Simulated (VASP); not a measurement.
# BaSiSb (P4/nmm) in VASP: density of states with LDA

Aim: the density of states of BaSiSb with LDA.

Program: VASP 6.6.1. These are calculated values, not measurements. Logs are shortened: lines on timing, memory, paths and dates and some standing lists are left out, and cuts for length are marked.

## 1. The cell of the first run

Symmetry: P4/nmm, No. 129, tetragonal system. Conventional cell: a = 4.070 Å, b = 4.070 Å, c = 9.210 Å, α = 90.00°, β = 90.00°, γ = 90.00°. Sb (site symmetry 4mm) has 5 Ba at 3.13 to 3.28 Å and 8 Sb at 3.54 to 4.07 Å within 4.1 Å. Within 3.8 Å of Si (site symmetry -4m2) lie 4 Si at 2.88 Å and 4 Ba at 3.11 Å. Ba (site symmetry 4mm) has 4 Si at 3.11 Å and 5 Sb at 3.13 to 3.28 Å and 4 Ba at 4.07 Å within 4.1 Å.

## 2. Density of states, LDA

POSCAR

```
BaSiSb
1.0
    4.0702530000      0.0000000000      0.0000000000
    0.0000000000      4.0702530000      0.0000000000
    0.0000000000      0.0000000000      9.2104230000
Sb Si Ba
2 2 2
Direct
    0.2500000000      0.2500000000      0.6117000000
    0.7500000000      0.7500000000      0.3883000000
    0.7500000000      0.2500000000      0.0000000000
    0.2500000000      0.7500000000      0.0000000000
    0.2500000000      0.2500000000      0.2558000000
    0.7500000000      0.7500000000      0.7442000000
```

INCAR.step1

```
PREC = Accurate
ENCUT = 520
EDIFF = 1E-7
ISMEAR = 1
SIGMA = 0.0287
LREAL = F
LASPH = T
NELM = 60
ALGO = Normal
ISIF = 2
LWAVE = F
LCHARG = T
GGA = CA
NBANDS = 28
```

KPOINTS.step1

```
Automatic mesh
0
Gamma
  6 6 3
```

INCAR.step2

```
PREC = Accurate
ENCUT = 520
EDIFF = 1E-7
ISMEAR = -5
SIGMA = 0.0287
LREAL = F
LASPH = T
NELM = 60
ALGO = Normal
ISIF = 2
LWAVE = F
LCHARG = F
GGA = CA
LORBIT = 10
NEDOS = 2001
ICHARG = 11
```

KPOINTS.step2

```
Automatic mesh
0
Gamma
  9 9 5
```

Potentials or basis: VASP PAW LDA potentials, release 64 (Sb, Si, Ba_sv).

Started as:

```bash
$ cat potpaw_LDA.64/Sb/POTCAR potpaw_LDA.64/Si/POTCAR potpaw_LDA.64/Ba_sv/POTCAR > POTCAR
$ cp INCAR.step1 INCAR
$ cp KPOINTS.step1 KPOINTS
$ mpirun -np 1 vasp_std > vasp.out
$ cp INCAR.step2 INCAR
$ cp KPOINTS.step2 KPOINTS
$ mpirun -np 1 vasp_std > vasp.out
```

OUTCAR:

```text
PREC = Accurate
   ENCUT = 520
   EDIFF = 1E-7
   ISMEAR = -5
   LREAL = F
   LASPH = T
   NELM = 60
   ISIF = 2
   GGA = CA
   LORBIT = 10
   ICHARG = 11

 ion  position               nearest neighbor table
   1  0.250  0.250  0.612-   6 3.13   6 3.13   6 3.13   6 3.13   5 3.28   2 3.54   2 3.54   2 3.54
                             2 3.54
   2  0.750  0.750  0.388-   5 3.13   5 3.13   5 3.13   5 3.13   6 3.28   1 3.54   1 3.54   1 3.54
                             1 3.54
   3  0.750  0.250  0.000-   4 2.88   4 2.88   4 2.88   4 2.88   6 3.11   6 3.11   5 3.11   5 3.11

   4  0.250  0.750  0.000-   3 2.88   3 2.88   3 2.88   3 2.88   5 3.11   6 3.11   6 3.11   5 3.11

   5  0.250  0.250  0.256-   3 3.11   4 3.11   4 3.11   3 3.11   2 3.13   2 3.13   2 3.13   2 3.13
                             1 3.28
   6  0.750  0.750  0.744-   3 3.11   4 3.11   3 3.11   4 3.11   1 3.13   1 3.13   1 3.13   1 3.13
                             2 3.28

  LATTYP: Found a simple tetragonal cell.
 ALAT       =     4.0702530000
 C/A-ratio  =     2.2628625297

  Lattice vectors:

 A1 = (   4.0702530000,   0.0000000000,   0.0000000000)
 A2 = (   0.0000000000,   4.0702530000,   0.0000000000)
 A3 = (   0.0000000000,   0.0000000000,   9.2104230000)

Analysis of symmetry for initial positions (statically):
=====================================================================
 Subroutine PRICEL returns:
 Original cell was already a primitive cell.

 Routine SETGRP: Setting up the symmetry group for a
 simple tetragonal supercell.

 Subroutine GETGRP returns: Found 16 space group operations
 (whereof  4 operations were pure point group operations)
 out of a pool of 16 trial point group operations.

The static configuration has the point symmetry C_2h.
 The point group associated with its full space group is D_4h.

Analysis of symmetry for dynamics (positions and initial velocities):
=====================================================================
 Subroutine PRICEL returns:
 Original cell was already a primitive cell.

 Routine SETGRP: Setting up the symmetry group for a
 simple tetragonal supercell.

 Subroutine GETGRP returns: Found 16 space group operations
 (whereof  4 operations were pure point group operations)
 out of a pool of 16 trial point group operations.

The dynamic configuration has the point symmetry C_2h.
 The point group associated with its full space group is D_4h.

 Subroutine INISYM returns: Found 16 space group operations
 (whereof  4 operations are pure point group operations),
 and found     1 'primitive' translations

----------------------------------------------------------------------------------------

                                     Primitive cell

  volume of cell :     152.5887

  direct lattice vectors                    reciprocal lattice vectors
     4.070253000  0.000000000  0.000000000     0.245684973  0.000000000  0.000000000
     0.000000000  4.070253000  0.000000000     0.000000000  0.245684973  0.000000000
     0.000000000  0.000000000  9.210423000     0.000000000  0.000000000  0.108572646

  length of vectors
     4.070253000  4.070253000  9.210423000     0.245684973  0.245684973  0.108572646

  position of ions in fractional coordinates (direct lattice)
     0.250000000  0.250000000  0.611700000
     0.750000000  0.750000000  0.388300000
     0.750000000  0.250000000  0.000000000
     0.250000000  0.750000000  0.000000000
     0.250000000  0.250000000  0.255800000
     0.750000000  0.750000000  0.744200000

  ion indices of the primitive-cell ions
   primitive index   ion index
                 1           1
                 2           2
                 3           3
                 4           4
                 5           5
                 6           6

----------------------------------------------------------------------------------------

 KPOINTS: Automatic mesh

Automatic generation of k-mesh.
 Grid dimensions read from file:
 generate k-points for:    9    9    5

 Generating k-lattice:

  Cartesian coordinates                     Fractional coordinates (reciprocal lattice)
     0.027298330  0.000000000  0.000000000     0.111111111  0.000000000  0.000000000
     0.000000000  0.027298330  0.000000000     0.000000000  0.111111111  0.000000000
     0.000000000  0.000000000  0.021714529     0.000000000  0.000000000  0.200000000

  Length of vectors
     0.027298330  0.027298330  0.021714529

  Shift w.r.t. Gamma in fractional coordinates (k-lattice)
     0.000000000  0.000000000  0.000000000

 TETIRR: Found    593 inequivalent tetrahedra from     2430

 Subroutine IBZKPT returns following result:
 ===========================================

 Found     45 irreducible k-points:

 Following reciprocal coordinates:
            Coordinates               Weight
  0.000000  0.000000  0.000000      1.000000
  0.111111  0.000000  0.000000      4.000000
  0.222222  0.000000  0.000000      4.000000
  0.333333  0.000000  0.000000      4.000000
  0.444444  0.000000  0.000000      4.000000
  0.111111  0.111111  0.000000      4.000000
[... 16 lines left out ...]
  0.333333  0.111111  0.200000     16.000000
  0.444444  0.111111  0.200000     16.000000
 [... further k-points ...]
   k-points           NKPTS =     45   k-points in BZ     NKDIM =     45   number of bands    NBANDS=     23
   number of dos      NEDOS =   2001   number of ions     NIONS =      6
   total plane-waves  NPLWV =  63000
   dimension x,y,z NGX =    30 NGY =   30 NGZ =   70
   dimension x,y,z NGXF=    60 NGYF=   60 NGZF=  140
   ions per type =               2   2   2
   NGX,Y,Z   is equivalent  to a cutoff of  12.25, 12.25, 12.63 a.u.
   NGXF,Y,Z  is equivalent  to a cutoff of  24.51, 24.51, 25.27 a.u.
 SYSTEM =  unknown system
   PREC   = accura    normal or accurate (medium, high low for compatibility)
   ISTART =      0    job   : 0-new  1-cont  2-samecut
   ICHARG =     11    charge: 1-file 2-atom 10-const
   ISPIN  =      1    spin polarized calculation?
   LNONCOLLINEAR =      F non collinear calculations
   LSORBIT =      F    spin-orbit coupling
   LASPH  =      T    aspherical Exc in radial PAW
   ENCUT  =  520.0 eV  38.22 Ry    6.18 a.u.   7.57  7.57 17.13*2*pi/ulx,y,z
   NELM   =     60;   NELMIN=  2; NELMDL=  0     # of ELM steps
   EDIFF  = 0.1E-06   stopping-criterion for ELM
   LREAL  =      F    real-space projection
   EDIFFG = 0.1E-05   stopping-criterion for IOM
   NSW    =      0    number of steps for IOM
   IBRION =     -1    ionic relax: 0-MD 1-quasi-New 2-CG
   NFREE  =      0    steps in history (QN), initial steepest desc. (CG)
   ISIF   =      2    stress and relaxation
   ISYM   =      2    0-nonsym 1-usesym 2-fastsym
   POTIM  = 0.5000    time-step for ionic-motion
   TEBEG  =    0.0;   TEEND  =   0.0 temperature during run
   PSTRESS=    0.0 pullay stress
   NELECT =      38.0000    total number of electrons
   NUPDOWN=      -1.0000    fix difference up-down
   EMIN   =  10.00;   EMAX   =-10.00  energy-range for DOS
   EFERMI =   0.00;   METHOD = LEGACY
   ISMEAR =    -5;   SIGMA  =   0.03  broadening in eV -4-tet -1-fermi 0-gaus
   EFERMI_NEDOS =   21; number of points for ismear=-14 and -15
   IALGO  =     38    algorithm
   IMIX   =      4    mixing-type and parameters
     AMIX     =   0.40;   BMIX     =  1.00
     AMIX_MAG =   1.60;   BMIX_MAG =  1.00
  volume/ion in A,a.u.               =      25.43       171.62
  Fermi-wavevector in a.u.,A,eV,Ry     =   1.029979  1.946379 14.433845  1.060858
  Thomas-Fermi vector in A             =   2.164054
   LORBIT       =     10    0 simple, 1 ext, 2 COOP (PROOUT), +10 PAW based schemes
   GGA     = CA    functional components
   LHFCALC =     F    Hartree Fock is set to
   AEXX    =    0.0000 exact exchange contribution
   IVDW    =     0    specifies the selected vdW correction
   LEPSILON=     F    determine dielectric tensor
   LRPA    =     F    only Hartree local field effects (RPA)
 non-spin polarized calculation
 Fermi weights with tetrahedron method with Bloechl corrections
  energy-cutoff  :      520.00
  volume of cell :      152.59
 maximum number of plane-waves:      4134

 number of electron      37.9999999 magnetization

 Free energy of the ion-electron system (eV)
  ---------------------------------------------------
  ext. energy  EPLUGINS =         0.00000000
  ---------------------------------------------------
  free energy    TOTEN  =       -24.30511617 eV

  energy without entropy =      -24.30511617  energy(sigma->0) =      -24.30511617

 E-fermi :   5.7260     XC(G=0): -10.2645

 val. band max:        5.7592820122   @ k =   0.2222   0.2222   0.0000
 cond. band min:       5.7286268055   @ k =   0.2222   0.0000   0.4000
 fundamental gap:     -0.0306552067
 Fermi energy:         5.7260194572

 k-point     1 :       0.0000    0.0000    0.0000
  band No.  band energies     occupation
      1     -20.9897      2.00000
      2     -20.9736      2.00000
      3      -7.5320      2.00000
      4      -6.6912      2.00000
      5      -6.2728      2.00000
      6      -6.2728      2.00000
[... 15 lines left out ...]
     22       7.3500      0.00000
     23       7.6840      0.00000

 k-point     2 :       0.1111    0.0000    0.0000
  band No.  band energies     occupation
      1     -20.9815      2.00000
      2     -20.9664      2.00000
      3      -7.4838      2.00000
      4      -6.6838      2.00000
      5      -6.4417      2.00000
      6      -6.4249      2.00000
[... 15 lines left out ...]
     22       7.4746      0.00000
     23       7.8034      0.00000

 k-point     3 :       0.2222    0.0000    0.0000
  band No.  band energies     occupation
      1     -20.9606      2.00000
      2     -20.9482      2.00000
      3      -7.3602      2.00000
      4      -6.8440      2.00000
      5      -6.8161      2.00000
      6      -6.6430      2.00000
[... 15 lines left out ...]
     22       7.4808      0.00000
     23       8.7071      0.00000

 k-point     4 :       0.3333    0.0000    0.0000
  band No.  band energies     occupation
      1     -20.9360      2.00000
      2     -20.9279      2.00000
      3      -7.3241      2.00000
      4      -7.2102      2.00000
      5      -7.0139      2.00000
      6      -6.6541      2.00000
[... 15 lines left out ...]
     22       7.0292      0.00000
     23       7.5797      0.00000

 k-point     5 :       0.4444    0.0000    0.0000
  band No.  band energies     occupation
      1     -20.9185      2.00000
      2     -20.9157      2.00000
      3      -7.4606      2.00000
      4      -7.4361      2.00000
      5      -6.8684      2.00000
      6      -6.7237      2.00000
[... 434 lines left out ...]
 k-point    22 :       0.2222    0.1111    0.2000
  band No.  band energies     occupation
      1     -20.9519      2.00000
      2     -20.9422      2.00000
      3      -7.2887      2.00000
      4      -6.8631      2.00000
      5      -6.8027      2.00000
      6      -6.6235      2.00000
[... 15 lines left out ...]
     22       7.0352      0.00000
     23       7.6824      0.00000

 k-point    23 :       0.3333    0.1111    0.2000
  band No.  band energies     occupation
      1     -20.9280      2.00000
      2     -20.9216      2.00000
      3      -7.3022      2.00000
      4      -7.1814      2.00000
      5      -6.9284      2.00000
      6      -6.6519      2.00000
[... 15 lines left out ...]
     22       6.7815      0.00000
     23       7.1699      0.00000

 k-point    24 :       0.4444    0.1111    0.2000
  band No.  band energies     occupation
      1     -20.9113      2.00000
      2     -20.9091      2.00000
      3      -7.4285      2.00000
      4      -7.4006      2.00000
      5      -6.8038      2.00000
      6      -6.6929      2.00000
[... 15 lines left out ...]
     22       6.0853      0.00000
     23       7.9068      0.00000

 [... further k-points ...]
[... 5 lines left out ...]
  --------------------------------------------------------------------------------------
  -------------------------------------------------------------------------------------
  Total        7.9172143      7.9172143      9.4531798      0.0000000      0.0000000      0.0000000
  in kB       83.1305393     83.1305393     99.2581357      0.0000000      0.0000000      0.0000000
  external PRESSURE =      88.5064048 kB  Pullay stress =       0.0000000 kB

 VOLUME and BASIS-vectors are now :
 -----------------------------------------------------------------------------
  energy-cutoff  :      520.00
  volume of cell :      152.59
      direct lattice vectors                 reciprocal lattice vectors
     4.070253000  0.000000000  0.000000000     0.245684973  0.000000000  0.000000000
     0.000000000  4.070253000  0.000000000     0.000000000  0.245684973  0.000000000
     0.000000000  0.000000000  9.210423000     0.000000000  0.000000000  0.108572646

 POSITION                                       TOTAL-FORCE (eV/Angst)
 -----------------------------------------------------------------------------------
      1.01756      1.01756      5.63402        -0.000000      0.000000     -1.677106
      3.05269      3.05269      3.57641         0.000000      0.000000      1.677106
      3.05269      1.01756      0.00000         0.000000      0.000000     -0.000000
      1.01756      3.05269      0.00000        -0.000000     -0.000000     -0.000000
      1.01756      1.01756      2.35603         0.000000     -0.000000     -0.093477
      3.05269      3.05269      6.85440        -0.000000     -0.000000      0.093477
 -----------------------------------------------------------------------------------
    total drift:                                0.000000      0.000000      0.000000

  FREE ENERGIE OF THE ION-ELECTRON SYSTEM (eV)
  ---------------------------------------------------
  free  energy   TOTEN  =       -24.3051161681 eV

  energy  without entropy=      -24.3051161681  energy(sigma->0) =      -24.30511617

 total charge

# of ion       s       p       d       tot
------------------------------------------
    1        1.209   1.280   0.024   2.514
    2        1.209   1.280   0.024   2.514
    3        0.860   0.722   0.000   1.582
    4        0.860   0.722   0.000   1.582
    5        2.052   5.531   0.707   8.290
    6        2.052   5.531   0.707   8.290
--------------------------------------------------
tot          8.243  15.067   1.462  24.772
```

Run time: 5.8 min. Hardware: 1 thread of Intel Xeon 6975P-C, shared host; peak memory 0.29 GiB.

What came out:

```yaml
Valence_electrons_inside_the_program's_atomic_spheres: Sb 2.51; Si 1.58; Ba 8.29
```

Levels at points of the mesh, in eV from the Fermi level:
| k point | band 16 | band 17 | band 18 | band 19 | band 20 | band 21 | band 22 | band 23 |
| --- | --- | --- | --- | --- | --- | --- | --- | --- |
| (0.00, 0.00, 0.00) | -1.74 | -0.43 | -0.43 | -0.24 | 1.31 | 1.62 | 1.62 | 1.96 |

Caveat: spin-orbit coupling is left out, which moves the levels of the heavy elements; tetrahedron occupations give inexact forces and stress in metals.
